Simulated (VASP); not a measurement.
## W: single point with PBE

Crystal: W.

```
W
1.0
    -1.57036    1.57036    1.57036
     1.57036   -1.57036    1.57036
     1.57036    1.57036   -1.57036
W
1
Cartesian
  0.0000 0.0000 0.0000
```

```
Program                 : VASP 6.6.1
Task                    : single point
Functional              : PBE
Potentials or basis     : VASP PAW PBE potentials, release 64 (W_sv)
Cutoff                  : 520 eV
k mesh                  : 15 × 15 × 15
Occupations             : fermi-dirac, width 0.1 eV
Spin                    : non-collinear spin, typed start, spin-orbit coupling
Starting moments        : [[0.577, 0.577, -0.577]] μB
Dipole correction       : no
k mesh for the DOS      : 23 × 23 × 23
Occupations for the DOS : tetrahedron
Further INCAR settings  : ALGO = Normal; EDIFF = 1e-06; NBANDS = 25
```

* Net moment: 0.00 μB per cell
* Valence electrons inside the program's atomic spheres: W 12.16

Moments on the atoms (μB; x, y, z):
```
W   0.00 0.00 0.00
```

Run time: 22 min on 1 thread of Intel Xeon 8259CL, on a shared host, peak memory 1.1 GiB.
